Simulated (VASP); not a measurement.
MgO, 4 atoms in the cell. Symmetry: P6_3/mmc, No. 194, hexagonal system. Conventional cell: a = 3.521 Å, b = 3.521 Å, c = 4.197 Å, α = 90.00°, β = 90.00°, γ = 120.00°. Within 2.7 Å of Mg (site symmetry -6m2) lie 5 O at 2.03 to 2.10 Å. Within 2.7 Å of O (site symmetry -6m2) lie 5 Mg at 2.03 to 2.10 Å. 

- Program: VASP 6.6.1
- Task: single point
- Functional: PBE
- Potentials or basis: VASP PAW PBE potentials, release 64 (Mg, O)
- Cutoff: 520 eV
- k mesh: 9 × 9 × 6
- Occupations: gaussian, width 0.05 eV
- Spin: no spin polarisation
- Dipole correction: no
- Further INCAR settings: ALGO = Normal; EDIFF = 1e-06; NBANDS = 16

Potentials or basis: VASP PAW PBE potentials, release 64 (Mg, O).

Run with:

```bash
$ cat potpaw_PBE.64/Mg/POTCAR potpaw_PBE.64/O/POTCAR > POTCAR
$ mpirun -np 1 vasp_std > vasp.out
```

Hardware: 1 thread of Intel(R) Xeon(R) 6975P-C (Granite Rapids), with other jobs on the host.

**Question.** How long does it take, and how much memory?

**Answer.** Wall time 16 s on 1 thread of Intel(R) Xeon(R) 6975P-C (Granite Rapids), with other jobs on the host, peak memory 0.18 GiB. Counts: scf iterations 12, k points 48.
